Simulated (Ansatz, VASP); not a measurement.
Ge7I: VASP beside Ansatz

```
CELL_PARAMETERS angstrom
3.18711 1.84008 5.91497
-3.18711 1.84008 5.91497
0.00000 -3.68016 5.91497
ATOMIC_POSITIONS crystal
Ge 0.15328 0.84672 0.50000
Ge 0.50000 0.15328 0.84672
Ge 0.84672 0.50000 0.15328
Ge 0.84672 0.15328 0.50000
Ge 0.50000 0.84672 0.15328
Ge 0.15328 0.50000 0.84672
Ge 0.50000 0.50000 0.50000
I 0.00000 0.00000 0.00000
```

Alike in both runs: task relaxation of cell and atoms; functional PBE; k mesh 3 × 3 × 3; occupations gaussian, width 0.1 eV; no spin polarisation.

```csv
,VASP,Ansatz
version,VASP 6.6.1,Ansatz 0.2.0
potentials or method,"VASP PAW PBE potentials, release 64 (Ge_d, I), cutoff 600 eV","scalar-relativistic, plane waves, PAW"
valence electrons in the cell,105,115
```

|  | VASP | Ansatz | Ansatz less VASP |
| --- | --- | --- | --- |
| gap on the k mesh at the Fermi level, each at its own relaxed structure (eV) | none | none | - |
| relaxed volume (Å³/atom) | 32.91 | 31.93 | -0.981 |
| relaxed length of the cell vector where the two differ most in proportion (Å) | 6.656 | 6.537 | -0.1189 |

A gap of «none» marks a metal or a gap that the smearing closes. VASP's potentials hold 105 valence electrons a cell and Ansatz's 115, so a difference there can come from the potentials and not from the codes.

The k mesh is coarse, so the values compare programs but aren't converged. Spin-orbit coupling is off throughout. Noted on VASP's run: the volume moved by over 15 % at a fixed basis, so the end points are rough.
